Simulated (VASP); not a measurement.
Write the native input for VASP 6.6.1 that does the following.

| Item | Value |
| --- | --- |
| Task | single point |
| Functional | PBEsol |
| Potentials or basis | VASP PAW PBE potentials, release 64 (Ca_sv) |
| Cutoff | 520 eV |
| k mesh | 12 × 12 × 8 |
| Occupations | gaussian, width 0.15 eV |
| Spin | no spin polarisation |
| Dipole correction | no |
| Further INCAR settings | ALGO = Fast; EDIFF = 1e-06; NBANDS = 17 |

The structure of Ca lies in POSCAR:

```
Ca
1.0
    4.1391995014      0.0000000000      0.0000000000
   -2.0695997507      3.5846519196      0.0000000000
    0.0000000000      0.0000000000      6.5200000000
Ca
2
Direct
    0.3333333333      0.6666666667      0.2500000000
    0.6666666667      0.3333333333      0.7500000000
```

This isn't the form of Ca at room conditions, which is fcc.

This cell differs from its parent crystal: strain +0.040 along x and y, +0.000 along z.

The input as run:

INCAR

```
SYSTEM = Ca
PREC = Accurate ; ENCUT = 520
EDIFF = 1E-6 ; ISMEAR = 0
SIGMA = 0.15 ; LREAL = .FALSE.
LASPH = .TRUE. ; NELM = 60
ALGO = Fast ; ISIF = 2
LWAVE = .FALSE. ; LCHARG = .FALSE.
GGA = PS ; NBANDS = 17
```

KPOINTS

```
Automatic mesh
0
G
  12 12 8
  0 0 0
```

Potentials or basis: VASP PAW PBE potentials, release 64 (Ca_sv).

Run with:

```console
$ cat potpaw_PBE.64/Ca_sv/POTCAR > POTCAR
$ mpirun -np 1 vasp_std > vasp.out
```

It gave:

```
Pressure               : -2.3 GPa
Band gap on the k mesh : zero (bands 10 and 11 overlap by 0.44 eV)
```

Caveat: the cell differs from its parent crystal (strain +0.040 along x and y, +0.000 along z); the PAW data sets were made with another functional, which shifts forces and pressure a little.

It took 120 s on 1 thread of Intel(R) Xeon(R) Platinum 8259CL CPU @ 2.50GHz (Skylake/Cascade Lake), with other jobs on the host, peak memory 0.29 GiB.
